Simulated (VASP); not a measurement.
# Zr (P6_3/mmc) in VASP: settings compared

Aim: see how the results for Zr move with the level of theory and the settings. Levels: PBE, LDA. Tasks: relaxation of cell and atoms.

Program: VASP 6.6.1. These are calculated values, not measurements. Logs are shortened: lines on timing, memory, paths and dates and some standing lists are left out, and cuts for length are marked.

**1. The cell of the first run**

It takes space group P6_3/mmc (No. 194, hexagonal). The conventional cell has a = 3.232 Å, b = 3.232 Å, c = 5.147 Å, α = 90.00°, β = 90.00°, γ = 120.00°. Zr (site symmetry -6m2) has 12 Zr at 3.18 to 3.23 Å within 4.2 Å.

**2. Relaxation of cell and atoms, PBE**

INCAR reads:

```
SYSTEM = Zr
ALGO     = Normal         ! electronic algorithm
EDIFF    = 1E-6           ! SCF threshold, eV
EDIFFG   = -0.01          ! ionic threshold
ENCUT    = 600            ! plane-wave cutoff, eV
GGA      = PE             ! functional
IBRION   = 2              ! ionic algorithm
ISIF     = 3              ! what is computed and relaxed
ISMEAR   = -1             ! smearing method
LASPH    = .TRUE.         ! aspherical terms in the spheres
LCHARG   = .FALSE.        ! write CHGCAR
LREAL    = .FALSE.        ! projectors in reciprocal space
LWAVE    = .FALSE.        ! write WAVECAR
NELM     = 100            ! most SCF steps
NSW      = 80             ! ionic steps
PREC     = Accurate       ! precision mode
SIGMA    = 0.05           ! smearing width, eV
```

KPOINTS reads:

```
k-points
0
G
  9 9 5
  0 0 0
```

POSCAR reads:

```
Zr
1.0
    3.2320000000      0.0000000000      0.0000000000
   -1.6160000000      2.7989941050      0.0000000000
    0.0000000000      0.0000000000      5.1470000000
Zr
2
Direct
    0.6666666667      0.3333333333      0.7500000000
    0.3333333333      0.6666666667      0.2500000000
```

Potentials or basis: VASP PAW PBE potentials, release 64 (Zr_sv).

On the command line:

```console
$ cat potpaw_PBE.64/Zr_sv/POTCAR > POTCAR
$ mpirun -np 1 vasp_std > vasp.out
```

OUTCAR:

```text
SYSTEM = Zr
   EDIFF = 1E-6
   EDIFFG = -0.01
   ENCUT = 600
   GGA = PE
   IBRION = 2
   ISIF = 3
   ISMEAR = -1
   LASPH = .TRUE.
   LREAL = .FALSE.
   NELM = 100
   NSW = 80
   PREC = Accurate

 ion  position               nearest neighbor table
   1  0.667  0.333  0.750-   2 3.18   2 3.18   2 3.18   2 3.18   2 3.18   2 3.18
   2  0.333  0.667  0.250-   1 3.18   1 3.18   1 3.18   1 3.18   1 3.18   1 3.18

  LATTYP: Found a hexagonal cell.
 ALAT       =     3.2320000000
 C/A-ratio  =     1.5925123762

  Lattice vectors:

 A1 = (   3.2320000000,   0.0000000000,   0.0000000000)
 A2 = (  -1.6160000000,   2.7989941050,   0.0000000000)
 A3 = (   0.0000000000,   0.0000000000,   5.1470000000)

Analysis of symmetry for initial positions (statically):
=====================================================================
 Subroutine PRICEL returns:
 Original cell was already a primitive cell.

 Routine SETGRP: Setting up the symmetry group for a
 hexagonal supercell.

 Subroutine GETGRP returns: Found 24 space group operations
 (whereof 12 operations were pure point group operations)
 out of a pool of 24 trial point group operations.

The static configuration has the point symmetry D_3d.
 The point group associated with its full space group is D_6h.

Analysis of symmetry for dynamics (positions and initial velocities):
=====================================================================
 Subroutine PRICEL returns:
 Original cell was already a primitive cell.

 Routine SETGRP: Setting up the symmetry group for a
 hexagonal supercell.

 Subroutine GETGRP returns: Found 24 space group operations
 (whereof 12 operations were pure point group operations)
 out of a pool of 24 trial point group operations.

The dynamic configuration has the point symmetry D_3d.
 The point group associated with its full space group is D_6h.

 Subroutine INISYM returns: Found 24 space group operations
 (whereof 12 operations are pure point group operations),
 and found     1 'primitive' translations

----------------------------------------------------------------------------------------

                                     Primitive cell

  volume of cell :      46.5616

  direct lattice vectors                    reciprocal lattice vectors
     3.232000000  0.000000000  0.000000000     0.309405941  0.178635603  0.000000000
    -1.616000000  2.798994105  0.000000000     0.000000000  0.357271206  0.000000000
     0.000000000  0.000000000  5.147000000     0.000000000  0.000000000  0.194287935

  length of vectors
     3.232000000  3.232000000  5.147000000     0.357271206  0.357271206  0.194287935

  position of ions in fractional coordinates (direct lattice)
     0.666666667  0.333333333  0.750000000
     0.333333333  0.666666667  0.250000000

  ion indices of the primitive-cell ions
   primitive index   ion index
                 1           1
                 2           2

----------------------------------------------------------------------------------------

 KPOINTS: k-points

Automatic generation of k-mesh.
 Grid dimensions read from file:
 generate k-points for:    9    9    5

 Generating k-lattice:

  Cartesian coordinates                     Fractional coordinates (reciprocal lattice)
     0.034378438  0.019848400  0.000000000     0.111111111  0.000000000  0.000000000
     0.000000000  0.039696801  0.000000000     0.000000000  0.111111111  0.000000000
     0.000000000  0.000000000  0.038857587     0.000000000  0.000000000  0.200000000

  Length of vectors
     0.039696801  0.039696801  0.038857587

  Shift w.r.t. Gamma in fractional coordinates (k-lattice)
     0.000000000  0.000000000  0.000000000

 Subroutine IBZKPT returns following result:
 ===========================================

 Found     36 irreducible k-points:

 Following reciprocal coordinates:
            Coordinates               Weight
  0.000000  0.000000  0.000000      1.000000
  0.111111  0.000000  0.000000      6.000000
  0.222222  0.000000  0.000000      6.000000
  0.333333  0.000000  0.000000      6.000000
  0.444444  0.000000  0.000000      6.000000
  0.111111  0.111111  0.000000      6.000000
[... 16 lines left out ...]
  0.333333  0.222222  0.200000     24.000000
  0.333333  0.333333  0.200000      4.000000
 [... further k-points ...]
   k-points           NKPTS =     36   k-points in BZ     NKDIM =     36   number of bands    NBANDS=     16
   number of dos      NEDOS =    301   number of ions     NIONS =      2
   total plane-waves  NPLWV =  32928
   dimension x,y,z NGX =    28 NGY =   28 NGZ =   42
   dimension x,y,z NGXF=    56 NGYF=   56 NGZF=   84
   ions per type =               2
   NGX,Y,Z   is equivalent  to a cutoff of  14.40, 14.40, 13.57 a.u.
   NGXF,Y,Z  is equivalent  to a cutoff of  28.80, 28.80, 27.13 a.u.
 SYSTEM =  Zr
   PREC   = accura    normal or accurate (medium, high low for compatibility)
   ISTART =      0    job   : 0-new  1-cont  2-samecut
   ICHARG =      2    charge: 1-file 2-atom 10-const
   ISPIN  =      1    spin polarized calculation?
   LNONCOLLINEAR =      F non collinear calculations
   LSORBIT =      F    spin-orbit coupling
   LASPH  =      T    aspherical Exc in radial PAW
   ENCUT  =  600.0 eV  44.10 Ry    6.64 a.u.   6.46  6.46 10.28*2*pi/ulx,y,z
   NELM   =    100;   NELMIN=  2; NELMDL= -5     # of ELM steps
   EDIFF  = 0.1E-05   stopping-criterion for ELM
   LREAL  =      F    real-space projection
   EDIFFG = -.1E-01   stopping-criterion for IOM
   NSW    =     80    number of steps for IOM
   IBRION =      2    ionic relax: 0-MD 1-quasi-New 2-CG
   NFREE  =      1    steps in history (QN), initial steepest desc. (CG)
   ISIF   =      3    stress and relaxation
   ISYM   =      2    0-nonsym 1-usesym 2-fastsym
   POTIM  = 0.5000    time-step for ionic-motion
   TEBEG  =    0.0;   TEEND  =   0.0 temperature during run
   PSTRESS=    0.0 pullay stress
   NELECT =      24.0000    total number of electrons
   NUPDOWN=      -1.0000    fix difference up-down
   EMIN   =  10.00;   EMAX   =-10.00  energy-range for DOS
   EFERMI =   0.00;   METHOD = LEGACY
   ISMEAR =    -1;   SIGMA  =   0.05  broadening in eV -4-tet -1-fermi 0-gaus
   EFERMI_NEDOS =   21; number of points for ismear=-14 and -15
   IALGO  =     38    algorithm
   IMIX   =      4    mixing-type and parameters
     AMIX     =   0.40;   BMIX     =  1.00
     AMIX_MAG =   1.60;   BMIX_MAG =  1.00
  volume/ion in A,a.u.               =      23.28       157.11
  Fermi-wavevector in a.u.,A,eV,Ry     =   1.312611  2.480475 23.442130  1.722948
  Thomas-Fermi vector in A             =   2.442991
   LORBIT       =      0    0 simple, 1 ext, 2 COOP (PROOUT), +10 PAW based schemes
   GGA     = PE    functional components
   LHFCALC =     F    Hartree Fock is set to
   AEXX    =    0.0000 exact exchange contribution
   IVDW    =     0    specifies the selected vdW correction
   LEPSILON=     F    determine dielectric tensor
   LRPA    =     F    only Hartree local field effects (RPA)
 conjugate gradient relaxation of ions
 non-spin polarized calculation
  energy-cutoff  :      600.00
  volume of cell :       46.56
 maximum number of plane-waves:      1572
 NGX is ok and might be reduce to    28
   NGX = 13   NGY = 13   NGZ = 21

--------------------------------------- Ionic step        1  -------------------------------------------

 number of electron      24.0000000 magnetization

 Free energy of the ion-electron system (eV)
  ---------------------------------------------------
  ext. energy  EPLUGINS =         0.00000000
  ---------------------------------------------------
  free energy    TOTEN  =       -17.05363116 eV

  energy without entropy =      -17.03739432  energy(sigma->0) =      -17.04551274

------------------------ aborting loop because EDIFF is reached ----------------------------------------

  FORCE on cell =-STRESS in cart. coord.  units (eV):
  Direction    XX          YY          ZZ          XY          YZ          ZX
  --------------------------------------------------------------------------------------
  -------------------------------------------------------------------------------------
  Total        0.0614471      0.0614471      0.3171988      0.0000000      0.0000000      0.0000000
  in kB        2.1143879      2.1143879     10.9147707      0.0000000      0.0000000      0.0000000
  external PRESSURE =       5.0478488 kB  Pullay stress =       0.0000000 kB
[... 93 lines left out ...]
  energy  without entropy=      -17.0385817726  energy(sigma->0) =      -17.04651435

--------------------------------------- Ionic step        4  -------------------------------------------

 number of electron      24.0000000 magnetization

 Free energy of the ion-electron system (eV)
  ---------------------------------------------------
  ext. energy  EPLUGINS =         0.00000000
  ---------------------------------------------------
  free energy    TOTEN  =       -17.05466438 eV

  energy without entropy =      -17.03895123  energy(sigma->0) =      -17.04680780

 E-fermi :   8.9425     XC(G=0): -11.0596

 val. band max:        8.9261374065   @ k =   0.0000   0.0000   0.4000
 cond. band min:       8.9647582689   @ k =   0.1111   0.0000   0.4000
 fundamental gap:      0.0386208624
 Fermi energy:         8.9424609926

 k-point     1 :       0.0000    0.0000    0.0000
  band No.  band energies     occupation
      1     -39.9100      2.00000
      2     -39.7630      2.00000
      3     -18.4169      2.00000
      4     -17.5603      2.00000
      5     -17.5603      2.00000
      6     -17.4413      2.00000
[... 8 lines left out ...]
     15      10.4834      0.00000
     16      10.4834      0.00000
[... 420 lines left out ...]
  band No.  band energies     occupation
      1     -39.7413      2.00000
      2     -39.7413      2.00000
      3     -18.0920      2.00000
      4     -18.0819      2.00000
      5     -18.0819      2.00000
      6     -17.8439      2.00000
[... 8 lines left out ...]
     15      10.6605      0.00000
     16      12.6135      0.00000

 [... further k-points ...]
[... 5 lines left out ...]
  --------------------------------------------------------------------------------------
  -------------------------------------------------------------------------------------
  Total       -0.0127529     -0.0127529      0.0089306      0.0000000     -0.0000000      0.0000000
  in kB       -0.4366205     -0.4366205      0.3057560      0.0000000     -0.0000000      0.0000000
  external PRESSURE =      -0.1891616 kB  Pullay stress =       0.0000000 kB
[... 17 lines left out ...]
  FREE ENERGIE OF THE ION-ELECTRON SYSTEM (eV)
  ---------------------------------------------------
  free  energy   TOTEN  =       -17.0546643813 eV

  energy  without entropy=      -17.0389512254  energy(sigma->0) =      -17.04680780

 reached required accuracy - stopping structural energy minimisation
```

Run time: 48 s. Hardware: 1 thread of Intel Xeon Platinum 8559C (Emerald Rapids), shared host; peak memory 0.19 GiB.

Results:

- Free energy: -17.0547 eV
- Relaxed volume: 23.40 Å³/atom
- Relaxed cell: a = 3.229 Å, b = 3.229 Å, c = 5.181 Å, α = 90.00°, β = 90.00°, γ = 120.00°
- Space group after relaxing (to 0.05 Å): P6_3/mmc (No. 194)
- Energy gained by relaxing: 0.5 meV/atom
- Ionic steps: 4
- Pressure after relaxing: 0.0 GPa
- Band gap on the k mesh: zero (band 12 reaches 9.81 eV, above the bottom of band 13 at 8.67 eV)

Step by step:
| step | energy change (eV) | largest force (eV/Å) | pressure (GPa) | volume (Å³) |
| --- | --- | --- | --- | --- |
| 1 | 0.0000 | 0.0000 | 0.50 | 46.56 |
| 2 | -0.0005 | 0.0000 | -0.54 | 47.06 |
| 3 | -0.0008 | 0.0000 | -0.16 | 46.87 |
| 4 | -0.0010 | 0.0000 | -0.02 | 46.80 |

Final structure:
```cif
data_structure
_symmetry_space_group_name_H-M 'P 1'
_symmetry_Int_Tables_number 1
_cell_length_a 3.2294
_cell_length_b 3.2294
_cell_length_c 5.1813
_cell_angle_alpha 90.000
_cell_angle_beta 90.000
_cell_angle_gamma 120.000
_cell_volume 46.80
loop_
_atom_site_label
_atom_site_type_symbol
_atom_site_fract_x
_atom_site_fract_y
_atom_site_fract_z
_atom_site_occupancy
Zr1 Zr 0.66667 0.33333 0.75000 1
Zr2 Zr 0.33333 0.66667 0.25000 1
```

Levels at points of the mesh, in eV from the Fermi level:
| k point | band 10 | band 11 | band 12 | band 13 | band 14 | band 15 |
| --- | --- | --- | --- | --- | --- | --- |
| (0.00, 0.00, 0.00) | -3.03 | 0.87 | 0.87 | 0.94 | 1.09 | 1.54 |

PBE usually gives volumes a little too large and moduli too small. Zero-point motion and thermal expansion aren't in these numbers.

**3. Relaxation of cell and atoms, LDA**

INCAR reads:

```
SYSTEM = Zr
PREC = Accurate
ENCUT = 600
EDIFF = 1E-6
ISMEAR = -1
SIGMA = 0.05
LREAL = .FALSE.
LASPH = .TRUE.
NELM = 60
ALGO = Normal
ISIF = 3
LWAVE = .FALSE.
LCHARG = .FALSE.
GGA = CA
IBRION = 2
NSW = 80
EDIFFG = -0.005
```

KPOINTS reads:

```
regular mesh
0
G
  9 9 5
  0 0 0
```

POSCAR is that of step 2.

Potentials or basis: VASP PAW LDA potentials, release 64 (Zr_sv).

On the command line:

```console
$ cat potpaw_LDA.64/Zr_sv/POTCAR > POTCAR
$ mpirun -np 1 vasp_std > vasp.out
```

OUTCAR:

```text
SYSTEM = Zr
   PREC = Accurate
   ENCUT = 600
   EDIFF = 1E-6
   ISMEAR = -1
   LREAL = .FALSE.
   LASPH = .TRUE.
   NELM = 60
   ISIF = 3
   GGA = CA
   IBRION = 2
   NSW = 80
   EDIFFG = -0.005

 ion  position               nearest neighbor table
   1  0.667  0.333  0.750-   2 3.18   2 3.18   2 3.18   2 3.18   2 3.18   2 3.18
   2  0.333  0.667  0.250-   1 3.18   1 3.18   1 3.18   1 3.18   1 3.18   1 3.18

  LATTYP: Found a hexagonal cell.
 ALAT       =     3.2320000000
 C/A-ratio  =     1.5925123762

  Lattice vectors:

 A1 = (   3.2320000000,   0.0000000000,   0.0000000000)
 A2 = (  -1.6160000000,   2.7989941050,   0.0000000000)
 A3 = (   0.0000000000,   0.0000000000,   5.1470000000)

Analysis of symmetry for initial positions (statically):
=====================================================================
 Subroutine PRICEL returns:
 Original cell was already a primitive cell.

 Routine SETGRP: Setting up the symmetry group for a
 hexagonal supercell.

 Subroutine GETGRP returns: Found 24 space group operations
 (whereof 12 operations were pure point group operations)
 out of a pool of 24 trial point group operations.

[... 167 lines left out ...]
------------------------ aborting loop because EDIFF is reached ----------------------------------------

  FORCE on cell =-STRESS in cart. coord.  units (eV):
  Direction    XX          YY          ZZ          XY          YZ          ZX
  --------------------------------------------------------------------------------------
  -------------------------------------------------------------------------------------
  Total       -1.8280487     -1.8280487     -1.5686231      0.0000000      0.0000000      0.0000000
  in kB      -62.9029253    -62.9029253    -53.9761227      0.0000000      0.0000000      0.0000000
  external PRESSURE =     -59.9273244 kB  Pullay stress =       0.0000000 kB
[... 23 lines left out ...]
--------------------------------------- Ionic step        2  -------------------------------------------

 number of electron      24.0000000 magnetization

 E-fermi :  10.3149     XC(G=0): -11.8929

 val. band max:       10.3119750633   @ k =   0.2222   0.1111   0.4000
 cond. band min:      10.3883071040   @ k =   0.4444   0.0000   0.0000
 fundamental gap:      0.0763320407
 Fermi energy:        10.3149324239

 k-point     1 :       0.0000    0.0000    0.0000
  band No.  band energies     occupation
      1     -38.0492      2.00000
      2     -37.7879      2.00000
      3     -16.9768      2.00000
      4     -15.6727      2.00000
      5     -15.6727      2.00000
      6     -15.4695      2.00000
[... 590 lines left out ...]
--------------------------------------- Ionic step        6  -------------------------------------------

 number of electron      24.0000000 magnetization

 Free energy of the ion-electron system (eV)
  ---------------------------------------------------
  ext. energy  EPLUGINS =         0.00000000
  ---------------------------------------------------
  free energy    TOTEN  =       -18.59751475 eV

  energy without entropy =      -18.57941727  energy(sigma->0) =      -18.58846601

 E-fermi :   9.5321     XC(G=0): -11.5941

 val. band max:        9.4907153627   @ k =   0.4444   0.0000   0.0000
 cond. band min:       9.5427401952   @ k =   0.2222   0.2222   0.4000
 fundamental gap:      0.0520248325
 Fermi energy:         9.5321003063

 k-point     1 :       0.0000    0.0000    0.0000
  band No.  band energies     occupation
      1     -38.9046      2.00000
      2     -38.7098      2.00000
      3     -17.6844      2.00000
      4     -16.6049      2.00000
      5     -16.6049      2.00000
      6     -16.4661      2.00000
[... 476 lines left out ...]
  FREE ENERGIE OF THE ION-ELECTRON SYSTEM (eV)
  ---------------------------------------------------
  free  energy   TOTEN  =       -18.5975147527 eV

  energy  without entropy=      -18.5794172721  energy(sigma->0) =      -18.58846601

 reached required accuracy - stopping structural energy minimisation
```

OSZICAR:

```text
N       E                     dE             d eps       ncg     rms          rms(c)
DAV:   1     0.228237968056E+03    0.22824E+03   -0.14683E+04  1152   0.166E+03
DAV:   2    -0.454495223165E+01   -0.23278E+03   -0.23096E+03  1472   0.435E+02
DAV:   3    -0.190529597386E+02   -0.14508E+02   -0.14418E+02  2224   0.824E+01
DAV:   4    -0.193246292858E+02   -0.27167E+00   -0.27166E+00  1232   0.126E+01
[... 48 lines left out ...]
DAV:   1    -0.186018444696E+02   -0.46238E-02   -0.26737E-01  1152   0.486E+00    0.363E-01
DAV:   2    -0.185984797355E+02    0.33647E-02   -0.85724E-03  1360   0.728E-01    0.171E-01
DAV:   3    -0.185975104506E+02    0.96928E-03   -0.38989E-03  1520   0.440E-01    0.275E-02
DAV:   4    -0.185975144794E+02   -0.40289E-05   -0.62055E-05  1408   0.764E-02    0.126E-02
DAV:   5    -0.185975147527E+02   -0.27323E-06   -0.29653E-06  1152   0.140E-02
   6 F= -.18597515E+02 E0= -.18588466E+02  d E =-.150869E-02
```

Wall time 58 s (1 thread of Intel Xeon Platinum 8559C (Emerald Rapids), shared host); peak memory 0.17 GiB.

Results:

| Quantity | Value |
| --- | --- |
| Free energy | -18.5975 eV |
| Relaxed volume | 21.81 Å³/atom |
| Relaxed cell | a = 3.145 Å, b = 3.145 Å, c = 5.093 Å, α = 90.00°, β = 90.00°, γ = 120.00° |
| Space group after relaxing (to 0.05 Å) | P6_3/mmc (No. 194) |
| Energy gained by relaxing | 29.2 meV/atom |
| Ionic steps | 6 |
| Pressure after relaxing | 0.0 GPa |
| Band gap on the k mesh | zero (band 12 reaches 10.40 eV, above the bottom of band 13 at 9.31 eV) |

Step by step:
| step | energy change (eV) | largest force (eV/Å) | pressure (GPa) | volume (Å³) |
| --- | --- | --- | --- | --- |
| 1 | 0.0000 | 0.0000 | -5.99 | 46.56 |
| 2 | 0.0035 | 0.0000 | 7.41 | 40.94 |
| 3 | -0.0568 | 0.0000 | -0.02 | 43.70 |
| 4 | -0.0568 | 0.0000 | 0.10 | 43.65 |
| 5 | -0.0580 | 0.0000 | 0.06 | 43.64 |
| 6 | -0.0583 | 0.0000 | 0.03 | 43.63 |

Final structure:
```
CELL_PARAMETERS angstrom
3.14488 0.00000 0.00000
-1.57244 2.72354 0.00000
0.00000 0.00000 5.09337
ATOMIC_POSITIONS crystal
Zr 0.66667 0.33333 0.75000
Zr 0.33333 0.66667 0.25000
```
